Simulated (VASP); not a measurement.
A run of VASP 6.6.1 is set up as follows.

INCAR

```
  ALGO = Normal
  EDIFF = 1E-6
  ENCUT = 520
  GGA = PS
  ISIF = 2
  ISMEAR = -1
  LASPH = T
  LCHARG = F
  LREAL = F
  LWAVE = F
  NBANDS = 11
  NELM = 60
  PREC = Accurate
  SIGMA = 0.05
```

File KPOINTS:

```
k-points
0
Gamma
  9 9 9
```

File POSCAR:

```
BeS
1.0
    0.0000000000      2.4186125567      2.4186125567
    2.4186125567      0.0000000000      2.4186125567
    2.4186125567      2.4186125567      0.0000000000
S Be
1 1
Direct
    0.7500000000      0.7500000000      0.7500000000
    0.0000000000      0.0000000000      0.0000000000
```

Potentials or basis: VASP PAW PBE potentials, release 64 (S, Be).

Run with:

```console
$ cat potpaw_PBE.64/S/POTCAR potpaw_PBE.64/Be/POTCAR > POTCAR
$ mpirun -np 1 vasp_std > vasp.out
```

**Question.** What does it give for the band gap on the k mesh?

**Answer.** 3.01 eV, indirect (least direct gap 5.61 eV).

**Question.** Predict the pressure.

**Answer.** 0.2 GPa.

Caveat: the PAW data sets were made with another functional, which shifts forces and pressure a little. A k mesh can miss the band edges.
